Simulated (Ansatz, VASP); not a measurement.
**AlNi3 in VASP and in Ansatz**

```xyz
4
Lattice="3.5694 0.0000 0.0000 0.0000 3.5694 0.0000 0.0000 0.0000 3.5694" Properties=species:S:1:pos:R:3 pbc="T T T"
Ni    1.7847    1.7847    0.0000
Ni    1.7847    0.0000    1.7847
Ni    0.0000    1.7847    1.7847
Al    0.0000    0.0000    0.0000
```

Alike in both runs: task single point; functional PBEsol; k mesh 8 × 8 × 8; occupations fermi-dirac, width 0.05 eV; collinear spin.

```csv
,VASP,Ansatz
version,VASP 6.6.1,Ansatz 0.2.0
potentials or method,"VASP PAW PBE potentials, release 64 (Ni, Al)",Ansatz PAW
plane-wave cutoff (eV),520,420
valence electrons in the cell,33,57
```

Ansatz gave:

```
gap on the k mesh at the Fermi level (eV)                     : none
pressure (GPa)                                                : -7.8
net moment per atom (μB)                                      : 0.17
size of the moment on the site where the two differ most (μB) : 0.26
```

Problem. Estimate VASP's values.

Solution. gap on the k mesh at the Fermi level (eV): none; pressure (GPa): -7.6; net moment per atom (μB): 0.17; size of the moment on the site where the two differ most (μB): 0.23.

VASP's potentials were made for PBE, not for PBEsol. Site moments also hang on the region over which each program counts them. A gap of «none» marks a metal or a gap that the smearing closes. VASP's potentials hold 33 valence electrons a cell and Ansatz's 57, so a difference there can come from the potentials and not from the codes.
